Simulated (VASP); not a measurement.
# Rh (Fm-3m) in VASP: a series of runs, part 2 of 2

VASP 6.6.1. Earlier steps stand in the parts before.

### 4 Single point, PBE

This run uses another cell than the first one: it holds 4 atoms, not 1.

Input file INCAR:

```
SYSTEM = Rh
PREC = Accurate ; ENCUT = 520
EDIFF = 1E-6 ; ISMEAR = 0
SIGMA = 0.2 ; LREAL = .False.
LASPH = .True. ; NELM = 100
ALGO = Fast ; ISIF = 2
LWAVE = .False. ; LCHARG = .False.
GGA = PE ; NBANDS = 38
```

Input file KPOINTS:

```
regular mesh
0
Gamma
  8 6 6
  0 0 0
```

Input file POSCAR:

```
Rh
1.0
    1.9147658271      1.9147658271      0.0000000000
    1.9147658271     -1.9147658271      3.8295316542
    1.9147658271     -1.9147658271     -3.8295316542
Rh
4
Direct
    0.0000000000      0.0000000000      0.0000000000
    0.5000000000      0.5000000000      1.0000000000
    0.5000000000      0.0000000000      0.5000000000
    0.0000000000      0.5000000000      0.5000000000
```

Potentials or basis: VASP PAW PBE potentials, release 64 (Rh_pv).

Run with:

```console
$ cat potpaw_PBE.64/Rh_pv/POTCAR > POTCAR
$ mpirun -np 1 vasp_std > vasp.out
```

OUTCAR:

```text
SYSTEM = Rh
   PREC = Accurate
   ENCUT = 520
   EDIFF = 1E-6
   ISMEAR = 0
   LREAL = .False.
   LASPH = .True.
   NELM = 100
   ISIF = 2
   GGA = PE

 ion  position               nearest neighbor table
   1  0.000  0.000  0.000-   2 2.71   3 2.71   4 2.71   3 2.71   2 2.71   4 2.71   2 2.71   3 2.71
                             3 2.71   2 2.71
   2  0.500  0.500  0.000-   1 2.71   3 2.71   4 2.71   4 2.71   1 2.71   3 2.71   1 2.71   4 2.71
                             4 2.71   1 2.71
   3  0.500  0.000  0.500-   1 2.71   2 2.71   4 2.71   1 2.71   4 2.71   2 2.71   1 2.71   4 2.71
                             1 2.71   4 2.71
   4  0.000  0.500  0.500-   1 2.71   2 2.71   3 2.71   2 2.71   3 2.71   1 2.71   2 2.71   3 2.71
                             2 2.71   3 2.71

  LATTYP: Found a base centered orthorhombic cell.
 ALAT       =     5.4157756029
 B/A-ratio  =     1.4142135624
 C/A-ratio  =     0.5000000000

  Lattice vectors:

 A1 = (   1.9147658271,  -1.9147658271,   3.8295316542)
 A2 = (   1.9147658271,  -1.9147658271,  -3.8295316542)
 A3 = (   1.9147658271,   1.9147658271,   0.0000000000)

Analysis of symmetry for initial positions (statically):
=====================================================================
 Subroutine PRICEL returns following result:

  LATTYP: Found a face centered cubic cell.
 ALAT       =     3.8295316542

  Lattice vectors:

 A1 = (   0.0000000000,  -1.9147658271,   1.9147658271)
 A2 = (   1.9147658271,  -1.9147658271,   0.0000000000)
 A3 = (   1.9147658271,   0.0000000000,   1.9147658271)

   4 primitive cells build up your supercell.

 Routine SETGRP: Setting up the symmetry group for a
 base centered orthorhombic supercell.

 Subroutine GETGRP returns: Found  8 space group operations
 (whereof  8 operations were pure point group operations)
 out of a pool of  8 trial point group operations.

The static configuration has the point symmetry D_2h.

Analysis of symmetry for dynamics (positions and initial velocities):
=====================================================================
 Subroutine PRICEL returns following result:

  LATTYP: Found a face centered cubic cell.
 ALAT       =     3.8295316542

  Lattice vectors:

 A1 = (   0.0000000000,  -1.9147658271,   1.9147658271)
 A2 = (   1.9147658271,  -1.9147658271,   0.0000000000)
 A3 = (   1.9147658271,   0.0000000000,   1.9147658271)

   4 primitive cells build up your supercell.

 Routine SETGRP: Setting up the symmetry group for a
 base centered orthorhombic supercell.

 Subroutine GETGRP returns: Found  8 space group operations
 (whereof  8 operations were pure point group operations)
 out of a pool of  8 trial point group operations.

The dynamic configuration has the point symmetry D_2h.

 Subroutine INISYM returns: Found  8 space group operations
 (whereof  8 operations are pure point group operations),
 and found     4 'primitive' translations

----------------------------------------------------------------------------------------

                                     Primitive cell

  volume of cell :      14.0403

  direct lattice vectors                    reciprocal lattice vectors
[... 35 lines left out ...]
 Subroutine IBZKPT returns following result:
 ===========================================

 Found     65 irreducible k-points:

 Following reciprocal coordinates:
            Coordinates               Weight
  0.000000  0.000000  0.000000      1.000000
  0.125000  0.000000  0.000000      2.000000
  0.250000  0.000000  0.000000      2.000000
  0.375000  0.000000  0.000000      2.000000
  0.500000  0.000000  0.000000      1.000000
  0.000000  0.166667  0.000000      4.000000
[... 16 lines left out ...]
  0.250000  0.166667  0.166667      4.000000
  0.375000  0.166667  0.166667      4.000000
 [... further k-points ...]
   k-points           NKPTS =     65   k-points in BZ     NKDIM =     65   number of bands    NBANDS=     38
   number of dos      NEDOS =    301   number of ions     NIONS =      4
   total plane-waves  NPLWV =  25920
   dimension x,y,z NGX =    20 NGY =   36 NGZ =   36
   dimension x,y,z NGXF=    40 NGYF=   72 NGZF=   72
   ions per type =               4
   NGX,Y,Z   is equivalent  to a cutoff of  12.28, 12.76, 12.76 a.u.
   NGXF,Y,Z  is equivalent  to a cutoff of  24.56, 25.52, 25.52 a.u.
 SYSTEM =  Rh
   PREC   = accura    normal or accurate (medium, high low for compatibility)
   ISTART =      0    job   : 0-new  1-cont  2-samecut
   ICHARG =      2    charge: 1-file 2-atom 10-const
   ISPIN  =      1    spin polarized calculation?
   LNONCOLLINEAR =      F non collinear calculations
   LSORBIT =      F    spin-orbit coupling
   LASPH  =      T    aspherical Exc in radial PAW
   ENCUT  =  520.0 eV  38.22 Ry    6.18 a.u.   5.03  8.72  8.72*2*pi/ulx,y,z
   NELM   =    100;   NELMIN=  2; NELMDL= -5     # of ELM steps
   EDIFF  = 0.1E-05   stopping-criterion for ELM
   LREAL  =      F    real-space projection
   EDIFFG = 0.1E-04   stopping-criterion for IOM
   NSW    =      0    number of steps for IOM
   IBRION =     -1    ionic relax: 0-MD 1-quasi-New 2-CG
   NFREE  =      0    steps in history (QN), initial steepest desc. (CG)
   ISIF   =      2    stress and relaxation
   ISYM   =      2    0-nonsym 1-usesym 2-fastsym
   POTIM  = 0.5000    time-step for ionic-motion
   TEBEG  =    0.0;   TEEND  =   0.0 temperature during run
   PSTRESS=    0.0 pullay stress
   NELECT =      60.0000    total number of electrons
   NUPDOWN=      -1.0000    fix difference up-down
   EMIN   =  10.00;   EMAX   =-10.00  energy-range for DOS
   EFERMI =   0.00;   METHOD = LEGACY
   ISMEAR =     0;   SIGMA  =   0.20  broadening in eV -4-tet -1-fermi 0-gaus
   EFERMI_NEDOS =   21; number of points for ismear=-14 and -15
   IALGO  =     68    algorithm
   IMIX   =      4    mixing-type and parameters
     AMIX     =   0.40;   BMIX     =  1.00
     AMIX_MAG =   1.60;   BMIX_MAG =  1.00
  volume/ion in A,a.u.               =      14.04        94.75
  Fermi-wavevector in a.u.,A,eV,Ry     =   1.673579  3.162606 38.108110  2.800867
  Thomas-Fermi vector in A             =   2.758526
   LORBIT       =      0    0 simple, 1 ext, 2 COOP (PROOUT), +10 PAW based schemes
   GGA     = PE    functional components
   LHFCALC =     F    Hartree Fock is set to
   AEXX    =    0.0000 exact exchange contribution
   IVDW    =     0    specifies the selected vdW correction
   LEPSILON=     F    determine dielectric tensor
   LRPA    =     F    only Hartree local field effects (RPA)
 non-spin polarized calculation
 RMM-DIIS sequential band-by-band and
 Gauss-broadening in eV      SIGMA  =   0.20
  energy-cutoff  :      520.00
  volume of cell :       56.16
 maximum number of plane-waves:      1542
   NGX = 11   NGY = 17   NGZ = 17

 number of electron      60.0000021 magnetization

 Free energy of the ion-electron system (eV)
  ---------------------------------------------------
  ext. energy  EPLUGINS =         0.00000000
  ---------------------------------------------------
  free energy    TOTEN  =       -29.06714309 eV

  energy without entropy =      -28.95043854  energy(sigma->0) =      -29.00879081

 E-fermi :  11.5186     XC(G=0): -13.8964

 val. band max:       11.5152781361   @ k =   0.1250   0.5000   0.3333
 cond. band min:      11.5288041113   @ k =   0.1250   0.5000   0.1667
 fundamental gap:      0.0135259751
 Fermi energy:        11.5186406909

 k-point     1 :       0.0000    0.0000    0.0000
  band No.  band energies     occupation
      1     -35.4982      2.00000
      2     -35.4982      2.00000
      3     -35.4575      2.00000
      4     -35.0720      2.00000
      5     -35.0690      2.00000
      6     -34.9162      2.00000
[... 973 lines left out ...]
     37      22.3978      0.00000
     38      22.5165      0.00000

 [... further k-points ...]

------------------------ aborting loop because EDIFF is reached ----------------------------------------

  FORCE on cell =-STRESS in cart. coord.  units (eV):
  Direction    XX          YY          ZZ          XY          YZ          ZX
  --------------------------------------------------------------------------------------
  -------------------------------------------------------------------------------------
  Total        0.1881828      0.1881828      0.2133596      0.0408887     -0.0000000      0.0000000
  in kB        5.3685058      5.3685058      6.0867551      1.1664778     -0.0000000      0.0000000
  external PRESSURE =       5.6079223 kB  Pullay stress =       0.0000000 kB

 VOLUME and BASIS-vectors are now :
 -----------------------------------------------------------------------------
  energy-cutoff  :      520.00
  volume of cell :       56.16
      direct lattice vectors                 reciprocal lattice vectors
     1.914765827  1.914765827  0.000000000     0.261128537  0.261128537  0.000000000
     1.914765827 -1.914765827  3.829531654     0.130564269 -0.130564269  0.130564269
     1.914765827 -1.914765827 -3.829531654     0.130564269 -0.130564269 -0.130564269

 POSITION                                       TOTAL-FORCE (eV/Angst)
 -----------------------------------------------------------------------------------
      0.00000      0.00000      0.00000        -0.000000     -0.000000     -0.000000
      1.91477      0.00000      1.91477        -0.000000      0.000000     -0.000000
      1.91477      0.00000     -1.91477         0.000000      0.000000      0.000000
      1.91477     -1.91477      0.00000         0.000000     -0.000000      0.000000
 -----------------------------------------------------------------------------------
    total drift:                                0.000000     -0.000000     -0.000000

  FREE ENERGIE OF THE ION-ELECTRON SYSTEM (eV)
  ---------------------------------------------------
  free  energy   TOTEN  =       -29.0671430911 eV

  energy  without entropy=      -28.9504385381  energy(sigma->0) =      -29.00879081
```

OSZICAR:

```text
N       E                     dE             d eps       ncg     rms          rms(c)
DAV:   1     0.774192396633E+03    0.77419E+03   -0.36763E+04  5012   0.183E+03
DAV:   2    -0.549290826275E+01   -0.77969E+03   -0.75829E+03  5182   0.571E+02
DAV:   3    -0.308140827399E+02   -0.25321E+02   -0.24543E+02  5426   0.112E+02
DAV:   4    -0.310640942738E+02   -0.25001E+00   -0.24985E+00  5344   0.113E+01
DAV:   5    -0.310682602155E+02   -0.41659E-02   -0.41659E-02  5464   0.147E+00    0.193E+01
RMM:   6    -0.291216515548E+02    0.19466E+01   -0.58189E+00  4943   0.161E+01    0.668E+00
RMM:   7    -0.290792187168E+02    0.42433E-01   -0.40996E-01  4989   0.331E+00    0.300E+00
RMM:   8    -0.290726469783E+02    0.65717E-02   -0.85498E-02  5050   0.224E+00    0.949E-01
RMM:   9    -0.290670842209E+02    0.55628E-02   -0.15742E-02  5181   0.897E-01    0.503E-02
RMM:  10    -0.290671478550E+02   -0.63634E-04   -0.13523E-03  5159   0.252E-01    0.357E-02
RMM:  11    -0.290671417994E+02    0.60556E-05   -0.23526E-04  5244   0.136E-01    0.838E-03
RMM:  12    -0.290671407407E+02    0.10587E-05   -0.50644E-05  5500   0.654E-02    0.856E-03
RMM:  13    -0.290671433164E+02   -0.25757E-05   -0.14894E-05  5292   0.360E-02    0.181E-03
RMM:  14    -0.290671430911E+02    0.22531E-06   -0.46462E-06  3609   0.185E-02
   1 F= -.29067143E+02 E0= -.29008791E+02  d E =-.116705E+00
```

Wall time 3.2 min (1 thread of Intel Xeon 8259CL, shared host); peak memory 0.23 GiB.

What came out:

```yaml
Free_energy: -29.0671 eV
Pressure: 0.6 GPa
Band_gap_on_the_k_mesh: zero (bands 30 and 31 overlap by 1.88 eV)
```

Levels at points of the mesh, in eV from the Fermi level:
```csv
k point,band 28,band 29,band 30,band 31,band 32,band 33
"(0.00, 0.00, 0.00)",0.55,0.55,0.55,0.55,0.76,0.76
"(0.50, 0.00, 0.00)",-1.16,-1.05,-1.05,0.95,0.95,2.98
"(0.00, 0.50, 0.00)",-1.48,-0.80,-0.80,-0.79,-0.79,0.67
"(0.50, 0.50, 0.00)",-1.47,0.67,0.67,0.67,0.67,4.24
"(0.00, 0.50, 0.50)",-1.41,-1.40,-1.40,-1.05,-1.05,-0.26
"(0.50, 0.50, 0.50)",0.55,0.76,0.76,0.95,0.95,0.96
```

### 5 The runs side by side

```tsv
cell	k mesh	smearing	gap on the mesh (eV)	pressure (GPa)
a = 2.761 Å, angles 60.0°, 1 atom, atomic positions A	24 × 24 × 24	gaussian 0.1 eV	none	-12.8
a = 2.795 Å, angles 60.0°, 1 atom, atomic positions A	24 × 24 × 24	gaussian 0.1 eV	none	-19.0
a = 2.708, b = 4.690, c = 4.690 Å, angles 109.5, 90.0, 90.0°, 4 atoms, atomic positions B	8 × 6 × 6	gaussian 0.2 eV	none	0.6
```

Alike in all rows: task single point; level PBE; potentials or basis VASP PAW PBE potentials, release 64 (Rh_pv); no spin polarisation; cutoff (eV) 520.

Caveats: the cell stands under tension (at least some runs).

Total energies depend on the potentials used, so only differences within one code and one set of settings carry meaning.
